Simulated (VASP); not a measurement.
CuO:

```xyz
4
Lattice="2.3574 -1.7226 0.0000 2.3574 1.7226 0.0000 -0.8557 0.0000 5.0914" Properties=species:S:1:pos:R:3 pbc="T T T"
Cu    0.7509   -0.8613    2.5457
Cu    1.1787    0.8613    0.0000
O     1.7156    0.2811    3.8185
O     2.1434   -0.2811    1.2728
```

Base run:

```yaml
Program: VASP 6.6.1
Functional: RPBE
Dispersion: D3(BJ)
Potentials_or_basis: VASP PAW PBE potentials, release 64 (Cu, O)
Cutoff: 520 eV
k_mesh: 10 × 10 × 5
Occupations: fermi-dirac, width 0.05 eV
Spin: no spin polarisation
```

Its results: band gap on the k mesh zero (bands 17 and 18 overlap by 0.60 eV); pressure -14.0 GPa; largest force 0.155 eV/Å.

Question: The run is repeated on the same cell with these changes: functional from RPBE to r2SCAN; dispersion from D3(BJ) to D4. What comes out?

Answer: Band gap on the k mesh zero (bands 17 and 18 overlap by 0.59 eV); pressure -5.3 GPa; largest force 0.303 eV/Å.

Several settings changed at once.

Caveats: the cell stands under tension; the PAW data sets were made with another functional, which shifts forces and pressure a little; semilocal functionals often make such compounds metallic where correlation or magnetic order opens a gap, which also shifts bond lengths; the dispersion term is far too large for a dense solid, which distorts pressure and volume (at least some runs).
